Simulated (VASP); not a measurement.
A run of VASP 6.6.1:

Contents of INCAR:

```
SYSTEM = GeSb4Te4
  PREC = Accurate
  ENCUT = 520
  EDIFF = 1E-6
  ISMEAR = 0
  SIGMA = 0.01
  LREAL = .FALSE.
  LASPH = .TRUE.
  NELM = 80
  ALGO = Normal
  ISIF = 2
  LWAVE = .FALSE.
  LCHARG = .TRUE.
  GGA = PE
  LELF = .TRUE.
  LVHAR = .TRUE.
  NBANDS = 39
```

Contents of KPOINTS:

```
regular mesh
0
G
  12 12 2
  0 0 0
```

Contents of POSCAR:

```
GeSb4Te4
1.0
    4.3732845147      0.0000000000      0.0000000000
   -2.1866422574      3.7873754877      0.0000000000
    0.0000000000      0.0000000000     16.9426647876
Ge Sb Te
1 4 4
Direct
    0.0000000000      0.0000000000      0.0000000000
    0.3333333333      0.6666666667      0.5447037119
    0.6666666667      0.3333333333      0.4552962881
    0.6666666673      0.3333333327      0.7887479483
    0.3333333327      0.6666666673      0.2112520517
    0.3333333333      0.6666666667      0.9036374030
    0.6666666667      0.3333333333      0.0963625970
    0.0000000003     -0.0000000003      0.6906128551
   -0.0000000003      0.0000000003      0.3093871449
```

Potentials or basis: VASP PAW PBE potentials, release 64 (Ge_d, Sb, Te).

The run is started by

```console
$ cat potpaw_PBE.64/Ge_d/POTCAR potpaw_PBE.64/Sb/POTCAR potpaw_PBE.64/Te/POTCAR > POTCAR
$ mpirun -np 1 vasp_std > vasp.out
```

Hardware: 1 thread of Intel(R) Xeon(R) 6975P-C (Granite Rapids), with other jobs on the host.

Task: How long does it take, and how much memory?

Result: Run time: 5.5 min on 1 thread of Intel(R) Xeon(R) 6975P-C (Granite Rapids), with other jobs on the host, peak memory 0.65 GiB. Counts: scf iterations 14, k points 38.
